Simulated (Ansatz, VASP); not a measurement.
**YbC: VASP beside Ansatz**

POSCAR

```
YbC
1.0
    0.0000000000      2.6963743456      2.6963743456
    2.6963743456      0.0000000000      2.6963743456
    2.6963743456      2.6963743456      0.0000000000
Yb C
1 1
Direct
    0.0000000000      0.0000000000      0.0000000000
    0.2500000000      0.2500000000      0.2500000000
```

File INCAR.step1:

```
PREC = Accurate ; ENCUT = 520
ISMEAR = 0 ; SIGMA = 0.05
LREAL = F ; LASPH = T
NELM = 150 ; ISPIN = 2
MAGMOM = 0.81 0 ; LMAXMIX = 6
NBANDS = 25 ; GGA = PE
ALGO = Normal ; EDIFF = 1E-4
LWAVE = T ; LCHARG = F
```

INCAR.step2

```
PREC = Accurate ; ENCUT = 520
EDIFF = 1E-6 ; ISMEAR = 0
SIGMA = 0.05 ; LREAL = F
LASPH = T ; NELM = 150
ALGO = Normal ; ISIF = 2
LWAVE = F ; LCHARG = F
ISPIN = 2 ; MAGMOM = 0.81 0
LORBIT = 11 ; LMAXMIX = 6
METAGGA = R2SCAN ; LMIXTAU = T
NBANDS = 25 ; ISTART = 1
```

Contents of KPOINTS:

```
regular mesh
0
Gamma
  12 12 12
```

Input for Ansatz:

```yaml
crystal:
  lattice:
    - [0.0, 2.6963743456, 2.6963743456]
    - [2.6963743456, 0.0, 2.6963743456]
    - [2.6963743456, 2.6963743456, 0.0]
  atoms:
    - { symbol: Yb, position: [0.0, 0.0, 0.0], spin: 0.81 }
    - { symbol: C, position: [0.25, 0.25, 0.25] }
basis:
  ecutwfc: 500
  ecutrho_ratio: 4
kpoints:
  mp_grid: { grid: [12, 12, 12] }
hamiltonian:
  xc: r2scan
scf:
  occupations: { method: gaussian, width: 0.05 }
output:
  forces: true
  stress: true
  eigenvalues: true
  populations: true
magnetization:
  spin_polarized: true
```

Alike in both runs: task single point; functional r2SCAN; k mesh 12 × 12 × 12; occupations gaussian, width 0.05 eV; collinear spin.

|  | VASP | Ansatz |
| --- | --- | --- |
| version | VASP 6.6.1 | Ansatz 0.2.0 |
| potentials or method | VASP PAW PBE potentials, release 64 (Yb, C), cutoff 520 eV | scalar-relativistic, plane waves, PAW |
| valence electrons in the cell | 28 | 28 |

```csv
,VASP,Ansatz,Ansatz less VASP
gap on the k mesh at the Fermi level (eV),none,none,-
pressure (GPa),0.4,0.0,-0.42
net moment per atom (μB),1.00,1.00,0.000
size of the moment on the site where the two differ most (μB),0.63,0.92,+0.292
```

VASP's potentials were made for PBE, not for r2SCAN. Site moments also hang on the region over which each program counts them. A gap of «none» marks a metal or a gap that the smearing closes. The functional is the same, so the differences come from potentials, cutoffs and numerics. Ansatz's warnings: stability check not made.

Spin-orbit coupling is off throughout.
